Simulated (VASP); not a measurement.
A run of VASP 6.6.1 is set up as follows.

INCAR

```
PREC = Accurate
ENCUT = 520
EDIFF = 1E-6
ISMEAR = 0
SIGMA = 0.1
LREAL = False
LASPH = True
NELM = 100
ALGO = Normal
ISIF = 2
LWAVE = False
LCHARG = False
GGA = PE
NBANDS = 38
```

File KPOINTS:

```
regular mesh
0
Gamma
  8 8 8
```

Contents of POSCAR:

```
Ge4N
1.0
    4.4273402186      0.0000000000      0.0000000000
    0.0000000000      4.4273402186      0.0000000000
    0.0000000000      0.0000000000      4.4273402186
Ge N
4 1
Direct
    0.0000000000      0.5000000000      0.5000000000
    0.5000000000      0.0000000000      0.5000000000
    0.5000000000      0.5000000000      0.0000000000
    0.0000000000      0.0000000000      0.0000000000
    0.5000000000      0.5000000000      0.5000000000
```

Potentials or basis: VASP PAW PBE potentials, release 64 (Ge_d, N).

Run with:

```console
$ cat potpaw_PBE.64/Ge_d/POTCAR potpaw_PBE.64/N/POTCAR > POTCAR
$ mpirun -np 1 vasp_std > vasp.out
```

Question: Estimate the pressure.

Answer: 0.0 GPa.
